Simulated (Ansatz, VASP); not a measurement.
**InAs in VASP and in Ansatz**

```
In As
1.0
     0.00000    2.84787    2.84787
     2.84787    0.00000    2.84787
     2.84787    2.84787    0.00000
In As
1 1
Cartesian
  3.0389 2.8479 2.8479
  -0.2928 0.0000 0.0000
```

Change from the starting cell: mode 4 frozen in at -0.288 Å, equal normal strain along x, y and z +0.0167.

Alike in both runs: task single point; functional LDA; k mesh 14 × 14 × 14; occupations gaussian, width 0.15 eV; no spin polarisation.

|  | VASP | Ansatz |
| --- | --- | --- |
| version | VASP 6.6.1 | Ansatz 0.2.0 |
| potentials or method | VASP PAW LDA potentials, release 64 (In_d, As), cutoff 500 eV | scalar-relativistic, plane waves, PAW |
| valence electrons in the cell | 18 | 28 |

|  | VASP | Ansatz | Ansatz less VASP |
| --- | --- | --- | --- |
| gap on the k mesh at the Fermi level (eV) | none | none | - |
| pressure (GPa) | 3.3 | 3.1 | -0.20 |
| traceless stress, the component that is largest in VASP (GPa) | 17.45 | 17.31 | -0.137 |
| rms of the force components (eV/Å) | 1.561 | 1.543 | -0.0184 |

Ansatz warns that its potentials were made for another functional, while VASP's fit it. LDA's correlation is that of Perdew and Zunger in VASP and of Perdew and Wang (1992) in Ansatz. Atom by atom the forces differ by 0.018 eV/Å (rms over components). A gap of «none» marks a metal or a gap that the smearing closes. VASP's potentials hold 18 valence electrons a cell and Ansatz's 28, so a difference there can come from the potentials and not from the codes.
